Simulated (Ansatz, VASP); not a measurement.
# Re in VASP and in Ansatz

```xyz
2
Lattice="2.7608 0.0000 0.0000 -1.3804 2.3909 0.0000 0.0000 0.0000 4.4582" Properties=species:S:1:pos:R:3 pbc="T T T"
Re    1.3804    0.7970    3.3436
Re    0.0000    1.5939    1.1145
```

Alike in both runs: task relaxation of cell and atoms; functional RPBE; dispersion D4; k mesh 11 × 11 × 6; occupations fermi-dirac, width 0.05 eV; no spin polarisation.

|  | VASP | Ansatz |
| --- | --- | --- |
| version | VASP 6.6.1 | Ansatz 0.2.0 |
| potentials or method | VASP PAW PBE potentials, release 64 (Re) | Ansatz PAW |
| plane-wave cutoff (eV) | 600 | 420 |
| valence electrons in the cell | 14 | 30 |

|  | VASP | Ansatz | Ansatz less VASP |
| --- | --- | --- | --- |
| gap on the k mesh at the Fermi level, each at its own relaxed structure (eV) | none | none | - |
| relaxed volume (Å³/atom) | 14.58 | 14.60 | +0.014 |
| relaxed cell length with the largest relative difference (Å) | 4.446 | 4.450 | +0.0038 |

VASP's potentials were made for PBE, not for RPBE. A gap of «none» marks a metal or a gap that the smearing closes. VASP's potentials hold 14 valence electrons a cell and Ansatz's 30, so a difference there can come from the potentials and not from the codes.

Spin-orbit coupling is off throughout. Noted on Ansatz's run: the plane-wave basis is chosen anew once the cell has moved, so the energies of steps on either side of that aren't comparable.
